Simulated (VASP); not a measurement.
Mg3SnN2:

```
Mg Sn N
1.0
     5.74085    0.00000    0.00000
    -2.87043    4.97172    0.00000
     0.00000    0.00000    3.02338
Mg Sn N
3 1 2
Direct
  0.50000 0.00000 0.50000
  0.50000 0.50000 0.50000
  0.00000 0.50000 0.50000
  0.00000 0.00000 0.00000
  0.33333 0.66667 0.00000
  0.66667 0.33333 0.00000
```

The cell was generated, and may not be a known phase.

| Quantity | Value |
| --- | --- |
| Program | VASP 6.6.1 |
| Task | relaxation of cell and atoms |
| Functional | PBE |
| Potentials or basis | VASP PAW PBE potentials, release 64 (Mg, Sn_d, N) |
| Cutoff | 600 eV |
| k mesh | 12 × 12 × 12 |
| Occupations | gaussian, width 0.1 eV |
| Spin | no spin polarisation |

At the start: pressure -0.9 GPa; volume 14.38 Å³/atom.

How do energy, volume and symmetry change on relaxing?

Over 4 steps the energy falls by 2.6 meV/atom and the volume is 14.30 Å³/atom (-0.6 %); space group P6/mmm (No. 191, to 0.1 Å) before and after.

The path:
```csv
step,energy change (eV),largest force (eV/Å),pressure (GPa),volume (Å³)
1,0.0000,0.0000,-0.92,86.29
2,-0.0126,0.0000,0.74,85.25
3,-0.0155,0.0000,0.23,85.56
4,-0.0157,0.0000,0.01,85.79
```

Final structure:
```xyz
6
Lattice="5.7604 0.0000 0.0000 -2.8802 4.9887 0.0000 0.0000 0.0000 2.9854" Properties=species:S:1:pos:R:3 pbc="T T T"
Mg    0.0000    4.9887    1.4927
Mg    1.4401    2.4943    1.4927
Mg    4.3203    2.4943    1.4927
Sn    2.8802    4.9887    0.0000
N     0.0000    3.3258    2.9854
N     2.8802    1.6629    0.0000
```
